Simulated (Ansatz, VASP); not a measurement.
## SnPb3O4: VASP beside Ansatz

```xyz
8
Lattice="5.6646 -0.0174 -0.0070 -0.0179 5.6569 -0.0158 -2.8301 -2.8346 5.4616" Properties=species:S:1:pos:R:3 pbc="T T T"
Sn    2.8219    2.8149    3.8046
Pb   -0.0126    2.8186    1.5047
Pb    2.8267   -0.0190    1.5090
Pb   -0.0032   -0.0045    3.9480
O     4.1983    4.1891    2.7293
O     1.4413    1.4349    2.7390
O     1.4279    4.2031    2.7493
O     4.2127    1.4218    2.7487
```

Change from the starting cell: cell x1, atoms moved at random (sigma 0.05 Å) and cell strained at random (1.5 %), then relaxed without symmetry.

Alike in both runs: functional PBE; k mesh 4 × 4 × 4; occupations gaussian, width 0.1 eV; no spin polarisation.

Ansatz relaxed the structure, and its values are those at the end. VASP's run is a single point on that final structure, the one shown.

|  | VASP | Ansatz |
| --- | --- | --- |
| version | VASP 6.6.1 | Ansatz 0.2.0 |
| potentials or method | VASP PAW PBE potentials, release 64 (Sn_d, Pb_d, O), cutoff 520 eV | scalar-relativistic, plane waves, PAW |
| valence electrons in the cell | 80 | 80 |

```tsv
	VASP	Ansatz	Ansatz less VASP
gap on the k mesh at the Fermi level (eV)	1.36	1.35	-0.002
least direct gap on the mesh (eV)	1.78	1.80	+0.019
pressure (GPa)	0.0	0.0	-0.07
rms of the force components (eV/Å)	0.019	0.003	-0.0155
```

Neither program's run includes spin-orbit coupling.
